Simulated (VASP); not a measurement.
# SnSe2 (P-3m1) in VASP: a series of runs, part 2 of 2

VASP 6.6.1. Earlier steps stand in the parts before.

## (3) Single point, PBEsol+D4, collinear spin (24.18 Å³/atom)

This run uses another cell than the first one, of 24.18 Å³/atom.

File INCAR:

```
  PREC = Accurate
  ENCUT = 520
  EDIFF = 1E-7
  ISMEAR = -5
  SIGMA = 0.05
  LREAL = F
  LASPH = T
  NELM = 150
  ALGO = Normal
  ISIF = 2
  LWAVE = F
  LCHARG = T
  ISPIN = 2
  MAGMOM = 1 0 0
  LORBIT = 11
  NUPDOWN = 1.0
  GGA = PS
  IVDW = 13
  LELF = T
  LVHAR = T
  NBANDS = 24
```

File KPOINTS:

```
Automatic mesh
0
Gamma
  8 8 5
```

File POSCAR:

```
SnSe2
1.0
    3.7332026603      0.0000000000      0.0000000000
   -1.8666013302      3.2330483413      0.0000000000
    0.0000000000      0.0000000000      6.0107403631
Sn Se
1 2
Direct
    0.0000000000      0.0000000000      0.0000000000
    0.6666666667      0.3333333333      0.7510000000
    0.3333333333      0.6666666667      0.2490000000
```

Potentials or basis: VASP PAW PBE potentials, release 64 (Sn_d, Se).

On the command line:

```bash
$ cat potpaw_PBE.64/Sn_d/POTCAR potpaw_PBE.64/Se/POTCAR > POTCAR
$ mpirun -np 1 vasp_std > vasp.out
```

OUTCAR:

```text
PREC = Accurate
   ENCUT = 520
   EDIFF = 1E-7
   ISMEAR = -5
   LREAL = F
   LASPH = T
   NELM = 150
   ISIF = 2
   ISPIN = 2
   LORBIT = 11
   NUPDOWN = 1.0
   GGA = PS
   IVDW = 13

 ion  position               nearest neighbor table
   1  0.000  0.000  0.000-   2 2.62   3 2.62   2 2.62   3 2.62   2 2.62   3 2.62
   2  0.667  0.333  0.751-   1 2.62   1 2.62   1 2.62
   3  0.333  0.667  0.249-   1 2.62   1 2.62   1 2.62

  LATTYP: Found a hexagonal cell.
 ALAT       =     3.7332026603
 C/A-ratio  =     1.6100760955

  Lattice vectors:

[... 1522 lines left out ...]
 -----------------------------------------------------------------------------
  energy-cutoff  :      520.00
  volume of cell :       72.55
      direct lattice vectors                 reciprocal lattice vectors
     3.733202660  0.000000000  0.000000000     0.267866519  0.154652807  0.000000000
    -1.866601330  3.233048341  0.000000000     0.000000000  0.309305613  0.000000000
     0.000000000  0.000000000  6.010740363     0.000000000  0.000000000  0.166368856

 POSITION                                       TOTAL-FORCE (eV/Angst)
 -----------------------------------------------------------------------------------
      0.00000      0.00000      0.00000        -0.000000      0.000000      0.000000
      1.86660      1.07768      4.51407         0.000000     -0.000000     -1.924574
     -0.00000      2.15537      1.49667         0.000000      0.000000      1.924574
 -----------------------------------------------------------------------------------
    total drift:                                0.000000      0.000000      0.000000

  FREE ENERGIE OF THE ION-ELECTRON SYSTEM (eV)
  ---------------------------------------------------
  free  energy   TOTEN  =       -12.6859064739 eV

  energy  without entropy=      -12.6859064739  energy(sigma->0) =      -12.68590647

 total charge

# of ion       s       p       d       tot
------------------------------------------
    1        1.149   1.118  10.135  12.402
    2        1.490   2.311   0.041   3.842
    3        1.490   2.311   0.041   3.842
--------------------------------------------------
tot          4.129   5.739  10.217  20.086

 magnetization (x)

# of ion       s       p       d       tot
------------------------------------------
    1        0.118   0.000   0.029   0.147
    2        0.008   0.242   0.007   0.256
    3        0.008   0.242   0.007   0.256
--------------------------------------------------
tot          0.133   0.484   0.043   0.660
```

Run time: 2 min. Hardware: 1 thread of Intel Xeon 6975P-C (Granite Rapids), shared host; peak memory 0.27 GiB.

Results:

| Quantity | Value |
| --- | --- |
| Free energy | -12.6859 eV |
| Pressure | 9.2 GPa |
| Largest force | 1.925 eV/Å |
| Net moment | 1.00 μB per cell |
| Site moments | Sn +0.15; Se +0.26 μB |
| Valence electrons inside the program's atomic spheres | Sn 12.40; Se 3.84 |
| Dispersion energy per atom | -0.241 eV |

Forces in eV/Å, atoms in the order of the input:
```
Sn   0.000  0.000  0.000
Se   0.000  0.000 -1.925
Se   0.000  0.000  1.925
```

Caveat: the cell stands under pressure; the PAW data sets were made with another functional, which shifts forces and pressure a little; the total moment is fixed, so each spin has its own Fermi level.

## (4) Single point, PBEsol+D4, collinear spin (24.70 Å³/atom)

This run uses another cell than the first one, of 24.70 Å³/atom.

File INCAR:

```
PREC = Accurate ; ENCUT = 520
EDIFF = 1E-6 ; ISMEAR = -5
SIGMA = 0.05 ; LREAL = False
LASPH = True ; NELM = 150
ALGO = Normal ; ISIF = 2
LWAVE = False ; LCHARG = True
ISPIN = 2 ; MAGMOM = 1 0 0
LORBIT = 11 ; NUPDOWN = 1.0
GGA = PS ; IVDW = 13
LELF = True ; LVHAR = True
NBANDS = 24
```

KPOINTS is that of step 3.

File POSCAR:

```
SnSe2
1.0
    3.7594936861      0.0000000000      0.0000000000
   -1.8797468431      3.2558170375      0.0000000000
    0.0000000000      0.0000000000      6.0530709152
Sn Se
1 2
Direct
    0.0000000000      0.0000000000      0.0000000000
    0.6666666667      0.3333333333      0.7510000000
    0.3333333333      0.6666666667      0.2490000000
```

On the command line:

```bash
$ cat potpaw_PBE.64/Sn_d/POTCAR potpaw_PBE.64/Se/POTCAR > POTCAR
$ mpirun -np 1 vasp_std > vasp.out
```

Run time: 82 s. Hardware: 1 thread of Intel Xeon 6975P-C (Granite Rapids), shared host; peak memory 0.28 GiB.

It converged, with:

| Property | Result |
| --- | --- |
| Free energy | -12.7654 eV |
| Pressure | 7.2 GPa |
| Largest force | 1.680 eV/Å |
| Net moment | 1.00 μB per cell |
| Site moments | Sn +0.14; Se +0.26 μB |
| Valence electrons inside the program's atomic spheres | Sn 12.37; Se 3.83 |
| Dispersion energy per atom | -0.236 eV |

Forces on the atoms (eV/Å):
```
Sn   0.000  0.000  0.000
Se   0.000  0.000 -1.680
Se   0.000  0.000  1.680
```

Stress tensor (GPa, compression positive):
```
6.86 0.00 0.00
0.00 6.86 0.00
0.00 0.00 8.03
```

Caveat: the cell stands under pressure; the PAW data sets were made with another functional, which shifts forces and pressure a little; the total moment is fixed, so each spin has its own Fermi level.

## (5) Single point, PBEsol+D4, collinear spin (25.21 Å³/atom)

This run uses another cell than the first one, of 25.21 Å³/atom.

File INCAR:

```
PREC = Accurate
ENCUT = 520
EDIFF = 1E-7
ISMEAR = -5
SIGMA = 0.05
LREAL = False
LASPH = True
NELM = 150
ALGO = Normal
ISIF = 2
LWAVE = False
LCHARG = False
ISPIN = 2
MAGMOM = 1 0 0
LORBIT = 11
NUPDOWN = 1.0
GGA = PS
IVDW = 13
NBANDS = 24
```

File KPOINTS:

```
regular mesh
0
Gamma
  8 8 5
```

File POSCAR:

```
SnSe2
1.0
    3.7854220481      0.0000000000      0.0000000000
   -1.8927110241      3.2782716577      0.0000000000
    0.0000000000      0.0000000000      6.0948175511
Sn Se
1 2
Direct
    0.0000000000      0.0000000000      0.0000000000
    0.6666666667      0.3333333333      0.7510000000
    0.3333333333      0.6666666667      0.2490000000
```

On the command line:

```bash
$ cat potpaw_PBE.64/Sn_d/POTCAR potpaw_PBE.64/Se/POTCAR > POTCAR
$ mpirun -np 1 vasp_std > vasp.out
```

Run time: 1.8 min. Hardware: 1 thread of Intel Xeon 6975P-C (Granite Rapids), shared host; peak memory 0.28 GiB.

It converged, with:

| Property | Result |
| --- | --- |
| Free energy | -12.8267 eV |
| Pressure | 5.4 GPa |
| Largest force | 1.453 eV/Å |
| Net moment | 1.00 μB per cell |
| Site moments | Sn +0.14; Se +0.26 μB |
| Valence electrons inside the program's atomic spheres | Sn 12.33; Se 3.82 |
| Dispersion energy per atom | -0.231 eV |

Forces on the atoms (eV/Å):
```
Sn   0.000  0.000  0.000
Se   0.000  0.000 -1.453
Se   0.000  0.000  1.453
```

Stress tensor (GPa, compression positive):
```
5.01 0.00 0.00
0.00 5.01 0.00
0.00 0.00 6.29
```

Caveat: the cell stands under pressure; the PAW data sets were made with another functional, which shifts forces and pressure a little; the total moment is fixed, so each spin has its own Fermi level.

## (6) Overview

| task | level | spin | fixed moment (μB) | cell | cutoff (eV) | smearing | pressure (GPa) | moment (μB) | largest force (eV/Å) |
| --- | --- | --- | --- | --- | --- | --- | --- | --- | --- |
| relaxation of cell and atoms | RPBE+D4 | off | - | relaxed from a = 3.811, b = 3.811, c = 6.136 Å, angles 90.0, 90.0, 120.0°, 3 atoms | 600 | fermi-dirac 0.05 eV | 0.0 | - | - |
| single point | PBEsol+D4 | collinear | 1.0 | a = 3.733, b = 3.733, c = 6.011 Å, angles 90.0, 90.0, 120.0°, 3 atoms | 520 | tetrahedron | 9.2 | 1.00 | 1.92 |
| single point | PBEsol+D4 | collinear | 1.0 | a = 3.759, b = 3.759, c = 6.053 Å, angles 90.0, 90.0, 120.0°, 3 atoms | 520 | tetrahedron | 7.2 | 1.00 | 1.68 |
| single point | PBEsol+D4 | collinear | 1.0 | a = 3.785, b = 3.785, c = 6.095 Å, angles 90.0, 90.0, 120.0°, 3 atoms | 520 | tetrahedron | 5.4 | 1.00 | 1.45 |

Alike in all rows: potentials or basis VASP PAW PBE potentials, release 64 (Sn_d, Se); k mesh 8 × 8 × 5.

Caveats: the PAW data sets were made with another functional, which shifts forces and pressure a little; the cell stands under pressure (at least some runs); the total moment is fixed, so each spin has its own Fermi level (at least some runs).

Absolute energies hang on the potentials; compare differences alone.
